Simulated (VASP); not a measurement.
# BP (F-43m) in VASP: further runs, part 2 of 2

VASP 6.6.1. Earlier steps stand in the parts before.

**3. Single point, b88 exchange, pbe correlation**

This run uses another cell than the first one, of 12.38 Å³/atom.

File INCAR:

```
  PREC = Accurate
  ENCUT = 500
  EDIFF = 1E-6
  ISMEAR = -1
  SIGMA = 0.05
  LREAL = False
  LASPH = True
  NELM = 120
  ALGO = Normal
  ISIF = 2
  LWAVE = False
  LCHARG = True
  GGA = LIBXC
  LIBXC1 = GGA_X_B88
  LIBXC2 = GGA_C_PBE
  LELF = True
  LVHAR = True
  NBANDS = 11
  GGA_COMPAT = False
```

File KPOINTS:

```
regular mesh
0
Gamma
  10 10 10
```

File POSCAR:

```
BP
1.0
    0.0000000000      2.3135014941      2.3135014941
    2.3135014941      0.0000000000      2.3135014941
    2.3135014941      2.3135014941      0.0000000000
P B
1 1
Direct
    0.7500000000      0.7500000000      0.7500000000
    0.0000000000      0.0000000000      0.0000000000
```

Potentials or basis: VASP PAW PBE potentials, release 64 (P, B).

Command:

```bash
cat potpaw_PBE.64/P/POTCAR potpaw_PBE.64/B/POTCAR > POTCAR
mpirun -np 1 vasp_std > vasp.out
```

OUTCAR:

```text
PREC = Accurate
   ENCUT = 500
   EDIFF = 1E-6
   ISMEAR = -1
   LREAL = False
   LASPH = True
   NELM = 120
   ISIF = 2
   GGA = LIBXC

 ion  position               nearest neighbor table
   1  0.750  0.750  0.750-   2 2.00   2 2.00   2 2.00   2 2.00
   2  0.000  0.000  0.000-   1 2.00   1 2.00   1 2.00   1 2.00

  LATTYP: Found a face centered cubic cell.
 ALAT       =     4.6270029882

  Lattice vectors:

 A1 = (   0.0000000000,   2.3135014941,   2.3135014941)
 A2 = (   2.3135014941,   0.0000000000,   2.3135014941)
[... 511 lines left out ...]
      6      10.3716      0.00000
      7      15.8024      0.00000
      8      15.8710      0.00000
      9      20.0715      0.00000
     10      21.6946      0.00000
     11      22.9750      0.00000

 [... further k-points ...]
[... 5 lines left out ...]
  --------------------------------------------------------------------------------------
  -------------------------------------------------------------------------------------
  Total       -1.1512780     -1.1512780     -1.1512780     -0.0000000      0.0000000      0.0000000
  in kB      -74.4820206    -74.4820206    -74.4820206     -0.0000000      0.0000000      0.0000000
  external PRESSURE =     -74.4820206 kB  Pullay stress =       0.0000000 kB

 VOLUME and BASIS-vectors are now :
 -----------------------------------------------------------------------------
  energy-cutoff  :      500.00
  volume of cell :       24.77
      direct lattice vectors                 reciprocal lattice vectors
     0.000000000  2.313501494  2.313501494    -0.216122618  0.216122618  0.216122618
     2.313501494  0.000000000  2.313501494     0.216122618 -0.216122618  0.216122618
     2.313501494  2.313501494  0.000000000     0.216122618  0.216122618 -0.216122618

 POSITION                                       TOTAL-FORCE (eV/Angst)
 -----------------------------------------------------------------------------------
      3.47025      3.47025      3.47025        -0.000000     -0.000000     -0.000000
      0.00000      0.00000      0.00000         0.000000      0.000000      0.000000
 -----------------------------------------------------------------------------------
    total drift:                               -0.000000     -0.000000     -0.000000

  FREE ENERGIE OF THE ION-ELECTRON SYSTEM (eV)
  ---------------------------------------------------
  free  energy   TOTEN  =       -12.6974313836 eV

  energy  without entropy=      -12.6974313605  energy(sigma->0) =      -12.69743137
```

OSZICAR:

```text
N       E                     dE             d eps       ncg     rms          rms(c)
DAV:   1     0.877946942332E+01    0.87795E+01   -0.37893E+03  1034   0.635E+02
DAV:   2    -0.126425736390E+02   -0.21422E+02   -0.20367E+02  1375   0.105E+02
DAV:   3    -0.132578358249E+02   -0.61526E+00   -0.61342E+00  1330   0.154E+01
DAV:   4    -0.132605213303E+02   -0.26855E-02   -0.26852E-02  1142   0.116E+00
DAV:   5    -0.132605368378E+02   -0.15507E-04   -0.15507E-04  1317   0.900E-02    0.647E+00
DAV:   6    -0.127800017505E+02    0.48054E+00   -0.11096E+00  1160   0.434E+00    0.351E+00
DAV:   7    -0.127036372081E+02    0.76365E-01   -0.18678E-01  1277   0.211E+00    0.122E+00
DAV:   8    -0.126969860822E+02    0.66511E-02   -0.23555E-02  1204   0.857E-01    0.169E-01
DAV:   9    -0.126972732557E+02   -0.28717E-03   -0.67779E-04  1195   0.172E-01    0.101E-01
DAV:  10    -0.126974217166E+02   -0.14846E-03   -0.20170E-04  1149   0.882E-02    0.229E-02
DAV:  11    -0.126974303285E+02   -0.86120E-05   -0.87783E-06  1338   0.201E-02    0.271E-02
DAV:  12    -0.126974314857E+02   -0.11572E-05   -0.36303E-06  1154   0.937E-03    0.114E-02
DAV:  13    -0.126974313836E+02    0.10215E-06   -0.92802E-08   562   0.210E-03
   1 F= -.12697431E+02 E0= -.12697431E+02  d E =-.230721E-07
```

Run time: 8.6 s. Hardware: 1 thread of AMD EPYC 7R13 (Zen 3), shared host; peak memory 0.11 GiB.

Results:

| Property | Result |
| --- | --- |
| Free energy | -12.6974 eV |
| Pressure | -7.4 GPa |
| Band gap on the k mesh | 1.32 eV (least direct gap 3.34 eV) |

Caveat: the cell stands under tension; the PAW data sets were made with another functional, which shifts forces and pressure a little.

**4. Single point, PBEsol-based global hybrid with 25 % exact exchange**

This run uses another cell than the first one, of 11.45 Å³/atom.

File POSCAR:

```
BP
1.0
    0.0000000000      2.2541534170      2.2541534170
    2.2541534170      0.0000000000      2.2541534170
    2.2541534170      2.2541534170      0.0000000000
P B
1 1
Direct
    0.7500000000      0.7500000000      0.7500000000
    0.0000000000      0.0000000000      0.0000000000
```

File INCAR.step1:

```
SYSTEM = BP
PREC     = Accurate       ! precision mode
ENCUT    = 520            ! plane-wave cutoff, eV
EDIFF    = 1E-5           ! SCF threshold, eV
ISMEAR   = -1             ! smearing method
SIGMA    = 0.05           ! smearing width, eV
LREAL    = .FALSE.        ! projectors in reciprocal space
LASPH    = .TRUE.         ! aspherical terms in the spheres
NELM     = 100            ! most SCF steps
ALGO     = Normal         ! electronic algorithm
ISIF     = 2              ! what is computed and relaxed
LWAVE    = .TRUE.         ! write WAVECAR
GGA      = PE             ! functional
NBANDS   = 11             ! bands
```

File INCAR.step2:

```
SYSTEM = BP
PREC     = Accurate       ! precision mode
ENCUT    = 520            ! plane-wave cutoff, eV
EDIFF    = 1E-6           ! SCF threshold, eV
ISMEAR   = -1             ! smearing method
SIGMA    = 0.05           ! smearing width, eV
LREAL    = .FALSE.        ! projectors in reciprocal space
LASPH    = .TRUE.         ! aspherical terms in the spheres
NELM     = 100            ! most SCF steps
ALGO     = Normal         ! electronic algorithm
ISIF     = 2              ! what is computed and relaxed
LWAVE    = .FALSE.        ! write WAVECAR
LCHARG   = .TRUE.         ! write CHGCAR
GGA      = PS             ! functional
LHFCALC  = .TRUE.         ! exact exchange
AEXX     = 0.25           ! exact-exchange fraction
PRECFOCK = Normal       
LELF     = .TRUE.         ! ELF
LVHAR    = .TRUE.       
ISTART   = 1            
NBANDS   = 11             ! bands
```

File KPOINTS:

```
regular mesh
0
G
  5 5 5
  0 0 0
```

Command:

```bash
cat potpaw_PBE.64/P/POTCAR potpaw_PBE.64/B/POTCAR > POTCAR
cp INCAR.step1 INCAR
mpirun -np 1 vasp_std > vasp.out
cp INCAR.step2 INCAR
mpirun -np 1 vasp_std > vasp.out
```

Wall time 58 s (1 thread of Intel Xeon 6975P-C (Granite Rapids), shared host); peak memory 0.13 GiB.

It converged, with:

| Property | Result |
| --- | --- |
| Free energy | -16.2648 eV |
| Pressure | -0.4 GPa |
| Band gap on the k mesh | 2.62 eV (least direct gap 5.09 eV) |

Levels at points of the mesh, in eV from the valence-band top:
```tsv
k point	band 2	band 3	band 4	band 5	band 6	band 7
(0.00, 0.00, 0.00)	0.00	0.00	0.00	5.09	5.09	5.09
```

Caveat: the k points lie up to 0.48 Å⁻¹ apart; the PAW data sets were made with another functional, which shifts forces and pressure a little; an odd mesh through Γ misses points on the zone boundary, where band edges can lie.

**5. The runs side by side**

| level | cell | k mesh | cutoff (eV) | grid for exact exchange (PRECFOCK) | share of exact exchange | gap on the mesh (eV) | pressure (GPa) |
| --- | --- | --- | --- | --- | --- | --- | --- |
| b88 exchange, pbe correlation | a = 3.251 Å, angles 60.0°, 2 atoms | 10 × 10 × 10 | 500 | - | - | 1.30 | -4.8 |
| b88 exchange, pbe correlation | a = 3.272 Å, angles 60.0°, 2 atoms | 10 × 10 × 10 | 500 | - | - | 1.32 | -7.4 |
| PBEsol-based global hybrid with 25 % exact exchange | a = 3.188 Å, angles 60.0°, 2 atoms | 5 × 5 × 5 | 520 | Normal | 0.25 | 2.62 | -0.4 |

Alike in all rows: task single point; potentials or basis VASP PAW PBE potentials, release 64 (P, B); no spin polarisation; smearing fermi-dirac 0.05 eV.

Caveats: some runs use coarse meshes; the PAW data sets were made with another functional, which shifts forces and pressure a little; the cell stands under tension (at least some runs); an odd mesh through Γ misses points on the zone boundary, where band edges can lie (at least some runs).

Absolute energies hang on the potentials; compare differences alone.
